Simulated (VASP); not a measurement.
The system is Ru.

```
Ru
1.0
     2.74855    0.00000    0.00000
    -1.37428    2.38032    0.00000
     0.00000    0.00000    8.86463
Ru
4
Cartesian
  0.0000 0.0000 0.0000
  0.0000 0.0000 4.4323
  0.0000 1.5869 6.6485
  1.3743 0.7934 2.2162
```

| Quantity | Value |
| --- | --- |
| Program | VASP 6.6.1 |
| Task | relaxation of cell and atoms |
| Functional | PBE |
| Potentials or basis | VASP PAW PBE potentials, release 64 (Ru_pv) |
| Cutoff | 600 eV |
| k mesh | 9 × 9 × 2 |
| Occupations | gaussian, width 0.1 eV |
| Spin | no spin polarisation |

At the start: pressure -13.6 GPa; volume 14.50 Å³/atom.

**Question.** How do energy, volume and symmetry change on relaxing?

**Answer.** Over 7 steps the energy falls by 31.8 meV/atom and the volume is 13.79 Å³/atom (-4.9 %); space group P6_3/mmc (No. 194, to 0.1 Å) before and after.

Step by step:
| step | energy change (eV) | largest force (eV/Å) | pressure (GPa) | volume (Å³) |
| --- | --- | --- | --- | --- |
| 1 | 0.0000 | 0.0000 | -13.61 | 58.00 |
| 2 | 0.9667 | 0.0000 | 57.67 | 48.26 |
| 3 | -0.1261 | 0.0000 | -0.79 | 55.32 |
| 4 | -0.1265 | 0.0000 | -0.06 | 55.20 |
| 5 | -0.1265 | 0.0000 | 0.29 | 55.15 |
| 6 | -0.1270 | 0.0000 | 0.19 | 55.15 |
| 7 | -0.1273 | 0.0000 | 0.20 | 55.15 |

Final structure:
```
CELL_PARAMETERS angstrom
2.69703 0.00000 0.00000
-1.34851 2.33570 0.00000
0.00000 0.00000 8.75443
ATOMIC_POSITIONS crystal
Ru 0.00000 0.00000 0.00000
Ru 0.00000 0.00000 0.50000
Ru 0.33333 0.66667 0.75000
Ru 0.66667 0.33333 0.25000
```
